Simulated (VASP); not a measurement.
Here is a VASP 6.6.1 calculation.

Contents of INCAR:

```
ALGO = Normal
EDIFF = 1E-7
ENCUT = 520
GGA = PE
ISIF = 2
ISMEAR = 0
IVDW = 12
LASPH = T
LCHARG = F
LREAL = F
LWAVE = F
NBANDS = 36
NELM = 80
PREC = Accurate
SIGMA = 0.1
```

File KPOINTS:

```
k-points
0
Gamma
  18 18 2
```

Contents of POSCAR:

```
C
1.0
    2.4594539580      0.0000000000      0.0000000000
   -1.2297269790      2.1299496071      0.0000000000
    0.0000000000      0.0000000000     19.4553534056
C
12
Direct
    0.6666666667      0.3333333333      0.9518999493
    0.6666666667      0.3333333333      0.4519341671
    0.6666666667      0.3333333333      0.7793991629
    0.6666666667      0.3333333333      0.2794333807
    0.0000000000      0.0000000000      0.6156666650
    0.3333333333      0.6666666667      0.2793991629
    0.0000000000      0.0000000000      0.1156666650
    0.6666666667      0.3333333333      0.6156666650
    0.3333333333      0.6666666667      0.7794333807
    0.3333333333      0.6666666667      0.1156666650
    0.3333333333      0.6666666667      0.4518999493
    0.3333333333      0.6666666667      0.9519341671
```

Potentials or basis: VASP PAW PBE potentials, release 64 (C).

Launch:

```console
$ cat potpaw_PBE.64/C/POTCAR > POTCAR
$ mpirun -np 1 vasp_std > vasp.out
```

(1) What does it give for the dispersion energy per atom?

(2) What does it give for the band gap on the k mesh?

(3) Predict the pressure.

## Answers

(1) -0.163 eV.

(2) zero (filled and empty bands touch).

(3) 3.2 GPa.

Caveat: the cell stands under pressure.
